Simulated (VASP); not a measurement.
**Ti: single point with LDA**

Ti:

```xyz
3
Lattice="4.6000 0.0000 0.0000 -2.3000 3.9837 0.0000 0.0000 0.0000 2.8200" Properties=species:S:1:pos:R:3 pbc="T T T"
Ti    0.0000    0.0000    0.0000
Ti    0.0000    2.6558    1.4100
Ti    2.3000    1.3279    1.4100
```

* Program: VASP 6.6.1
* Task: single point
* Functional: LDA
* Potentials or basis: VASP PAW LDA potentials, release 64 (Ti_sv)
* Cutoff: 520 eV
* k mesh: 7 × 7 × 10
* Occupations: fermi-dirac, width 0.05 eV
* Spin: no spin polarisation
* Dipole correction: no
* Further INCAR settings: ALGO = Normal; EDIFF = 1e-06; NBANDS = 25

| Item | Value |
| --- | --- |
| Pressure | -9.2 GPa |
| Band gap on the k mesh | zero (band 18 reaches 8.20 eV, above the bottom of band 19 at 7.97 eV) |

Stress tensor (GPa, compression positive):
```
-9.92  0.00  0.00
 0.00 -9.92  0.00
 0.00  0.00 -7.82
```

Levels at points of the mesh, in eV from the Fermi level:
```csv
k point,band 15,band 16,band 17,band 18,band 19,band 20,band 21,band 22
"(0.00, 0.00, 0.00)",-0.69,-0.69,-0.58,-0.58,-0.09,0.60,1.25,1.25
"(0.00, 0.00, 0.50)",-2.05,-1.60,-1.58,-1.58,1.01,1.01,1.23,1.23
```

It took 24 s on 1 thread of Intel(R) Xeon(R) 6975P-C (Granite Rapids), on a shared host, peak memory 0.18 GiB.
